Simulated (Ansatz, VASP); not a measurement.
# One calculation of Sb, two programs

Contents of POSCAR:

```
Sb
1.0
   -1.5972865120      1.5972865120      2.7476259243
    1.5972865120     -1.5972865120      2.7476259243
    1.5972865120      1.5972865120     -2.7476259243
Sb
1
Direct
    0.0000000000      0.0000000000      0.0000000000
```

The input INCAR.step1:

```
  PREC = Accurate
  ENCUT = 520
  EDIFF = 1E-5
  ISMEAR = -1
  SIGMA = 0.05
  LREAL = False
  LASPH = True
  NELM = 100
  ALGO = Normal
  ISIF = 2
  LWAVE = True
  NBANDS = 8
  GGA = PE
```

The input INCAR.step2:

```
  PREC = Accurate
  ENCUT = 520
  EDIFF = 1E-6
  ISMEAR = -1
  SIGMA = 0.05
  LREAL = False
  LASPH = True
  NELM = 100
  ALGO = Normal
  ISIF = 2
  LWAVE = False
  LCHARG = True
  GGA = PE
  LHFCALC = True
  AEXX = 0.25
  PRECFOCK = Normal
  LELF = True
  LVHAR = True
  NBANDS = 8
  ISTART = 1
```

KPOINTS

```
Automatic mesh
0
Gamma
  6 6 6
```

File input.yaml:

```yaml
crystal:
  lattice:
    - [-1.597286512, 1.597286512, 2.7476259243]
    - [1.597286512, -1.597286512, 2.7476259243]
    - [1.597286512, 1.597286512, -2.7476259243]
  atoms:
    - { symbol: Sb, position: [0.0, 0.0, 0.0] }
hamiltonian:
  xc: pbe0
  pseudopotentials: { kind: paw }
kpoints:
  mp_grid: { grid: [6, 6, 6] }
scf:
  occupations: { method: fermi_dirac, width: 0.05 }
output:
  forces: true
  stress: true
  eigenvalues: true
```

Alike in both runs: task single point; functional PBE0; k mesh 6 × 6 × 6; occupations fermi-dirac, width 0.05 eV; no spin polarisation.

```csv
,VASP,Ansatz
version,VASP 6.6.1,Ansatz 0.2.0
potentials or method,"VASP PAW PBE potentials, release 64 (Sb)",Ansatz PAW
plane-wave cutoff (eV),520,420
valence electrons in the cell,5,15
```

VASP gave:

```
gap on the k mesh at the Fermi level (eV)                     : none
pressure (GPa)                                                : -4.3
traceless stress, the component that is largest in VASP (GPa) : -1.14
```

Question: Estimate Ansatz's values.

Answer: gap on the k mesh at the Fermi level (eV): none; pressure (GPa): -3.2; traceless stress, the component that is largest in VASP (GPa): -1.37.

A gap of «none» marks a metal or a gap that the smearing closes. VASP's potentials hold 5 valence electrons a cell and Ansatz's 15, so a difference there can come from the potentials and not from the codes.

The k mesh is coarse, so the values compare programs but aren't converged. Spin-orbit coupling is off throughout.
